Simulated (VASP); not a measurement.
# Cs2LiYbF6 (Fm-3m) in VASP: single point with PBE

Aim: the single point of Cs2LiYbF6 with PBE.

Program: VASP 6.6.1. These are calculated values, not measurements. Logs are shortened: lines on timing, memory, paths and dates and some standing lists are left out, and cuts for length are marked.

## 1. The cell of the first run

It takes space group Fm-3m (No. 225, cubic). Conventional cell: a = 8.807 Å, b = 8.807 Å, c = 8.807 Å, α = 90.00°, β = 90.00°, γ = 90.00°. Within 2.5 Å of F (site symmetry 4mm) lie 1 Yb at 1.89 Å. Within 3.3 Å of Li (site symmetry m-3m) lie 6 F at 2.51 Å. Yb (site symmetry m-3m) has 6 F at 1.89 Å within 2.5 Å. Cs (site symmetry -43m) has 12 F at 3.13 Å and 4 Li at 3.81 Å and 4 Yb at 3.81 Å within 4.1 Å.

## 2. Single point, PBE

INCAR reads:

```
SYSTEM = Cs2LiYbF6
ALGO     = Normal         ! electronic algorithm
EDIFF    = 1E-6           ! SCF threshold, eV
ENCUT    = 520            ! plane-wave cutoff, eV
GGA      = PE             ! functional
ISIF     = 2              ! what is computed and relaxed
ISMEAR   = 1              ! smearing method
LASPH    = .TRUE.         ! aspherical terms in the spheres
LCHARG   = .TRUE.         ! write CHGCAR
LELF     = .TRUE.         ! ELF
LREAL    = .FALSE.        ! projectors in reciprocal space
LVHAR    = .TRUE.       
LWAVE    = .FALSE.        ! write WAVECAR
NBANDS   = 54             ! bands
NELM     = 60             ! most SCF steps
PREC     = Accurate       ! precision mode
SIGMA    = 0.0483         ! smearing width, eV
```

KPOINTS reads:

```
k-points
0
G
  5 5 5
  0 0 0
```

POSCAR reads:

```
Cs2LiYbF6
1.0
    0.0000000000      4.4033604300      4.4033604300
    4.4033604300      0.0000000000      4.4033604300
    4.4033604300      4.4033604300      0.0000000000
F Li Yb Cs
6 1 1 2
Direct
    0.7850000000      0.2150000000      0.2150000000
    0.2150000000      0.7850000000      0.2150000000
    0.2150000000      0.7850000000      0.7850000000
    0.7850000000      0.2150000000      0.7850000000
    0.2150000000      0.2150000000      0.7850000000
    0.7850000000      0.7850000000      0.2150000000
    0.5000000000      0.5000000000      0.5000000000
    0.0000000000      0.0000000000      0.0000000000
    0.2500000000      0.2500000000      0.2500000000
    0.7500000000      0.7500000000      0.7500000000
```

Potentials or basis: VASP PAW PBE potentials, release 64 (F, Li_sv, Yb, Cs_sv).

On the command line:

```bash
$ cat potpaw_PBE.64/F/POTCAR potpaw_PBE.64/Li_sv/POTCAR potpaw_PBE.64/Yb/POTCAR potpaw_PBE.64/Cs_sv/POTCAR > POTCAR
$ mpirun -np 1 vasp_std > vasp.out
```

OUTCAR:

```text
SYSTEM = Cs2LiYbF6
   EDIFF = 1E-6
   ENCUT = 520
   GGA = PE
   ISIF = 2
   ISMEAR = 1
   LASPH = .TRUE.
   LREAL = .FALSE.
   NELM = 60
   PREC = Accurate

 ion  position               nearest neighbor table
   1  0.785  0.215  0.215-   8 1.89
   2  0.215  0.785  0.215-   8 1.89
   3  0.215  0.785  0.785-   8 1.89
   4  0.785  0.215  0.785-   8 1.89
   5  0.215  0.215  0.785-   8 1.89
   6  0.785  0.785  0.215-   8 1.89
   7  0.500  0.500  0.500-
   8  0.000  0.000  0.000-   1 1.89   2 1.89   3 1.89   4 1.89   5 1.89   6 1.89
   9  0.250  0.250  0.250-
  10  0.750  0.750  0.750-

  LATTYP: Found a face centered cubic cell.
 ALAT       =     8.8067208600

  Lattice vectors:

 A1 = (   0.0000000000,   4.4033604300,   4.4033604300)
 A2 = (   4.4033604300,   0.0000000000,   4.4033604300)
 A3 = (   4.4033604300,   4.4033604300,   0.0000000000)

Analysis of symmetry for initial positions (statically):
=====================================================================
 Subroutine PRICEL returns:
 Original cell was already a primitive cell.

 Routine SETGRP: Setting up the symmetry group for a
 face centered cubic supercell.

 Subroutine GETGRP returns: Found 48 space group operations
 (whereof 48 operations were pure point group operations)
 out of a pool of 48 trial point group operations.

The static configuration has the point symmetry O_h .

Analysis of symmetry for dynamics (positions and initial velocities):
=====================================================================
 Subroutine PRICEL returns:
 Original cell was already a primitive cell.

 Routine SETGRP: Setting up the symmetry group for a
 face centered cubic supercell.

 Subroutine GETGRP returns: Found 48 space group operations
 (whereof 48 operations were pure point group operations)
 out of a pool of 48 trial point group operations.

The dynamic configuration has the point symmetry O_h .

 Subroutine INISYM returns: Found 48 space group operations
 (whereof 48 operations are pure point group operations),
 and found     1 'primitive' translations

----------------------------------------------------------------------------------------

                                     Primitive cell

  volume of cell :     170.7586

  direct lattice vectors                    reciprocal lattice vectors
     0.000000000  4.403360430  4.403360430    -0.113549642  0.113549642  0.113549642
     4.403360430  0.000000000  4.403360430     0.113549642 -0.113549642  0.113549642
     4.403360430  4.403360430  0.000000000     0.113549642  0.113549642 -0.113549642

  length of vectors
     6.227292040  6.227292040  6.227292040     0.196673749  0.196673749  0.196673749

  position of ions in fractional coordinates (direct lattice)
     0.785000000  0.215000000  0.215000000
     0.215000000  0.785000000  0.215000000
     0.215000000  0.785000000  0.785000000
     0.785000000  0.215000000  0.785000000
     0.215000000  0.215000000  0.785000000
     0.785000000  0.785000000  0.215000000
     0.500000000  0.500000000  0.500000000
     0.000000000  0.000000000  0.000000000
     0.250000000  0.250000000  0.250000000
     0.750000000  0.750000000  0.750000000

  ion indices of the primitive-cell ions
   primitive index   ion index
                 1           1
                 2           2
                 3           3
                 4           4
                 5           5
                 6           6
                 7           7
                 8           8
                 9           9
                10          10

----------------------------------------------------------------------------------------

 KPOINTS: k-points

Automatic generation of k-mesh.
 Grid dimensions read from file:
 generate k-points for:    5    5    5

 Generating k-lattice:

  Cartesian coordinates                     Fractional coordinates (reciprocal lattice)
    -0.022709928  0.022709928  0.022709928     0.200000000  0.000000000  0.000000000
     0.022709928 -0.022709928  0.022709928     0.000000000  0.200000000  0.000000000
     0.022709928  0.022709928 -0.022709928     0.000000000  0.000000000  0.200000000

  Length of vectors
     0.039334750  0.039334750  0.039334750

  Shift w.r.t. Gamma in fractional coordinates (k-lattice)
     0.000000000  0.000000000  0.000000000

 Subroutine IBZKPT returns following result:
 ===========================================

 Found     10 irreducible k-points:

 Following reciprocal coordinates:
            Coordinates               Weight
  0.000000  0.000000  0.000000      1.000000
  0.200000  0.000000  0.000000      8.000000
  0.400000  0.000000  0.000000      8.000000
  0.200000  0.200000  0.000000      6.000000
  0.400000  0.200000  0.000000     24.000000
 -0.400000  0.200000  0.000000     24.000000
 -0.200000  0.200000  0.000000     12.000000
  0.400000  0.400000  0.000000      6.000000
 -0.400000  0.400000  0.000000     12.000000
 -0.400000  0.400000  0.200000     24.000000
   k-points           NKPTS =     10   k-points in BZ     NKDIM =     10   number of bands    NBANDS=     54
   number of dos      NEDOS =    301   number of ions     NIONS =     10
   total plane-waves  NPLWV = 110592
   dimension x,y,z NGX =    48 NGY =   48 NGZ =   48
   dimension x,y,z NGXF=    96 NGYF=   96 NGZF=   96
   ions per type =               6   1   1   2
   NGX,Y,Z   is equivalent  to a cutoff of  12.81, 12.81, 12.81 a.u.
   NGXF,Y,Z  is equivalent  to a cutoff of  25.63, 25.63, 25.63 a.u.
 SYSTEM =  Cs2LiYbF6
   PREC   = accura    normal or accurate (medium, high low for compatibility)
   ISTART =      0    job   : 0-new  1-cont  2-samecut
   ICHARG =      2    charge: 1-file 2-atom 10-const
   ISPIN  =      1    spin polarized calculation?
   LNONCOLLINEAR =      F non collinear calculations
   LSORBIT =      F    spin-orbit coupling
   LASPH  =      T    aspherical Exc in radial PAW
   ENCUT  =  520.0 eV  38.22 Ry    6.18 a.u.  11.58 11.58 11.58*2*pi/ulx,y,z
   NELM   =     60;   NELMIN=  2; NELMDL= -5     # of ELM steps
   EDIFF  = 0.1E-05   stopping-criterion for ELM
   LREAL  =      F    real-space projection
   EDIFFG = 0.1E-04   stopping-criterion for IOM
   NSW    =      0    number of steps for IOM
   IBRION =     -1    ionic relax: 0-MD 1-quasi-New 2-CG
   NFREE  =      0    steps in history (QN), initial steepest desc. (CG)
   ISIF   =      2    stress and relaxation
   ISYM   =      2    0-nonsym 1-usesym 2-fastsym
   POTIM  = 0.5000    time-step for ionic-motion
   TEBEG  =    0.0;   TEEND  =   0.0 temperature during run
   PSTRESS=    0.0 pullay stress
   NELECT =      87.0000    total number of electrons
   NUPDOWN=      -1.0000    fix difference up-down
   EMIN   =  10.00;   EMAX   =-10.00  energy-range for DOS
   EFERMI =   0.00;   METHOD = LEGACY
   ISMEAR =     1;   SIGMA  =   0.05  broadening in eV -4-tet -1-fermi 0-gaus
   EFERMI_NEDOS =   21; number of points for ismear=-14 and -15
   IALGO  =     38    algorithm
   IMIX   =      4    mixing-type and parameters
     AMIX     =   0.40;   BMIX     =  1.00
     AMIX_MAG =   1.60;   BMIX_MAG =  1.00
  volume/ion in A,a.u.               =      17.08       115.23
  Fermi-wavevector in a.u.,A,eV,Ry     =   1.307536  2.470885 23.261209  1.709651
  Thomas-Fermi vector in A             =   2.438264
   LORBIT       =      0    0 simple, 1 ext, 2 COOP (PROOUT), +10 PAW based schemes
   GGA     = PE    functional components
   LHFCALC =     F    Hartree Fock is set to
   AEXX    =    0.0000 exact exchange contribution
   IVDW    =     0    specifies the selected vdW correction
   LEPSILON=     F    determine dielectric tensor
   LRPA    =     F    only Hartree local field effects (RPA)
 non-spin polarized calculation
 Methfessel and Paxton  Order N= 1 SIGMA  =   0.05
  energy-cutoff  :      520.00
  volume of cell :      170.76
 maximum number of plane-waves:      4645
 NGX is ok and might be reduce to    48
   NGX = 23   NGY = 23   NGZ = 23

 number of electron      87.0000001 magnetization

 Free energy of the ion-electron system (eV)
  ---------------------------------------------------
  ext. energy  EPLUGINS =         0.00000000
  ---------------------------------------------------
  free energy    TOTEN  =       -44.11078923 eV

  energy without entropy =      -44.09878710  energy(sigma->0) =      -44.10678852

 E-fermi :   1.8087     XC(G=0):  -9.2231

 val. band max:        1.8061967111   @ k =  -0.4000   0.2000   0.0000
 cond. band min:       1.8100625549   @ k =   0.4000   0.0000   0.0000
 fundamental gap:      0.0038658438
 Fermi energy:         1.8086644609

 k-point     1 :       0.0000    0.0000    0.0000
  band No.  band energies     occupation
      1     -48.6885      2.00000
      2     -45.3948      2.00000
      3     -23.9174      2.00000
      4     -23.9174      2.00000
      5     -23.9174      2.00000
      6     -21.7427      2.00000
[... 46 lines left out ...]
     53       8.5116      0.00000
     54      10.0708      0.00000

 k-point     2 :       0.2000    0.0000    0.0000
  band No.  band energies     occupation
      1     -48.6885      2.00000
      2     -45.3948      2.00000
      3     -23.9236      2.00000
      4     -23.9164      2.00000
      5     -23.9164      2.00000
      6     -21.7149      2.00000
[... 46 lines left out ...]
     53       8.7284      0.00000
     54      10.3351      0.00000

 k-point     3 :       0.4000    0.0000    0.0000
  band No.  band energies     occupation
      1     -48.6885      2.00000
      2     -45.3948      2.00000
      3     -23.9334      2.00000
      4     -23.9147      2.00000
      5     -23.9147      2.00000
      6     -21.6696      2.00000
[... 46 lines left out ...]
     53       8.9020      0.00000
     54       9.1024      0.00000

 k-point     4 :       0.2000    0.2000    0.0000
  band No.  band energies     occupation
      1     -48.6885      2.00000
      2     -45.3948      2.00000
      3     -23.9211      2.00000
      4     -23.9183      2.00000
      5     -23.9183      2.00000
      6     -21.7062      2.00000
[... 46 lines left out ...]
     53       8.7762      0.00000
     54       9.5635      0.00000

 k-point     5 :       0.4000    0.2000    0.0000
  band No.  band energies     occupation
      1     -48.6885      2.00000
      2     -45.3948      2.00000
      3     -23.9286      2.00000
      4     -23.9177      2.00000
      5     -23.9176      2.00000
      6     -21.6675      2.00000
[... 46 lines left out ...]
     53       9.0049      0.00000
     54       9.2504      0.00000

 k-point     6 :      -0.4000    0.2000    0.0000
  band No.  band energies     occupation
      1     -48.6885      2.00000
      2     -45.3948      2.00000
      3     -23.9314      2.00000
      4     -23.9194      2.00000
      5     -23.9152      2.00000
      6     -21.6508      2.00000
[... 46 lines left out ...]
     53       8.9871      0.00000
     54       9.0533      0.00000

 k-point     7 :      -0.2000    0.2000    0.0000
  band No.  band energies     occupation
      1     -48.6885      2.00000
      2     -45.3948      2.00000
      3     -23.9270      2.00000
      4     -23.9200      2.00000
      5     -23.9144      2.00000
      6     -21.6813      2.00000
[... 46 lines left out ...]
     53       9.2149      0.00000
     54       9.3151      0.00000

 k-point     8 :       0.4000    0.4000    0.0000
  band No.  band energies     occupation
      1     -48.6885      2.00000
      2     -45.3948      2.00000
      3     -23.9274      2.00000
      4     -23.9200      2.00000
      5     -23.9200      2.00000
      6     -21.6608      2.00000
[... 46 lines left out ...]
     53       9.1575      0.00000
     54       9.4202      0.00000

 k-point     9 :      -0.4000    0.4000    0.0000
  band No.  band energies     occupation
      1     -48.6885      2.00000
      2     -45.3948      2.00000
      3     -23.9269      2.00000
      4     -23.9232      2.00000
      5     -23.9185      2.00000
      6     -21.6532      2.00000
[... 46 lines left out ...]
     53       9.0531      0.00000
     54       9.4960      0.00000

 k-point    10 :      -0.4000    0.4000    0.2000
  band No.  band energies     occupation
      1     -48.6885      2.00000
      2     -45.3948      2.00000
      3     -23.9271      2.00000
      4     -23.9226      2.00000
      5     -23.9179      2.00000
      6     -21.6466      2.00000
[... 46 lines left out ...]
     53       9.0986      0.00000
     54       9.2902      0.00000

------------------------ aborting loop because EDIFF is reached ----------------------------------------

  FORCE on cell =-STRESS in cart. coord.  units (eV):
  Direction    XX          YY          ZZ          XY          YZ          ZX
  --------------------------------------------------------------------------------------
  -------------------------------------------------------------------------------------
  Total       25.3192015     25.3192015     25.3192015      0.0000000      0.0000000     -0.0000000
  in kB      237.5624989    237.5624989    237.5624989      0.0000000      0.0000000     -0.0000000
  external PRESSURE =     237.5624989 kB  Pullay stress =       0.0000000 kB

 VOLUME and BASIS-vectors are now :
 -----------------------------------------------------------------------------
  energy-cutoff  :      520.00
  volume of cell :      170.76
      direct lattice vectors                 reciprocal lattice vectors
     0.000000000  4.403360430  4.403360430    -0.113549642  0.113549642  0.113549642
     4.403360430  0.000000000  4.403360430     0.113549642 -0.113549642  0.113549642
     4.403360430  4.403360430  0.000000000     0.113549642  0.113549642 -0.113549642

 POSITION                                       TOTAL-FORCE (eV/Angst)
 -----------------------------------------------------------------------------------
      1.89344      4.40336      4.40336         7.101841     -0.000000      0.000000
      4.40336      1.89344      4.40336        -0.000000      7.101841      0.000000
      6.91328      4.40336      4.40336        -7.101841     -0.000000      0.000000
      4.40336      6.91328      4.40336        -0.000000     -7.101841      0.000000
      4.40336      4.40336      1.89344        -0.000000     -0.000000      7.101841
      4.40336      4.40336      6.91328        -0.000000     -0.000000     -7.101841
      4.40336      4.40336      4.40336        -0.000000     -0.000000      0.000000
      0.00000      0.00000      0.00000        -0.000000     -0.000000      0.000000
      2.20168      2.20168      2.20168        -0.000000     -0.000000      0.000000
      6.60504      6.60504      6.60504        -0.000000     -0.000000      0.000000
 -----------------------------------------------------------------------------------
    total drift:                                0.000000      0.000000     -0.000000

  FREE ENERGIE OF THE ION-ELECTRON SYSTEM (eV)
  ---------------------------------------------------
  free  energy   TOTEN  =       -44.1107892345 eV

  energy  without entropy=      -44.0987871041  energy(sigma->0) =      -44.10678852
```

It took 2.3 min on 1 thread of AMD EPYC 9R45 (Zen 5), shared host; peak memory 0.35 GiB.

Results:

```yaml
Free_energy: -44.1108 eV
Largest_force: 7.102 eV/Å
```

Forces in eV/Å, atoms in the order of the input:
```
F    7.102  0.000  0.000
F    0.000  7.102  0.000
F   -7.102  0.000  0.000
F    0.000 -7.102  0.000
F    0.000  0.000  7.102
F    0.000  0.000 -7.102
Li   0.000  0.000  0.000
Yb   0.000  0.000  0.000
Cs   0.000  0.000  0.000
Cs   0.000  0.000  0.000
```

Caveat: the cutoff is under 1.25 times the usual one of these potentials, so pressure, stress and relaxed cells hold a basis-set (Pulay) error; spin-orbit coupling is left out, which moves the levels of the heavy elements; an odd number of electrons without spin polarisation forces a metal; a magnetic or distorted state may lie lower; without U or exact exchange the open f shell lies at the Fermi level, which spoils levels, moments and volumes.
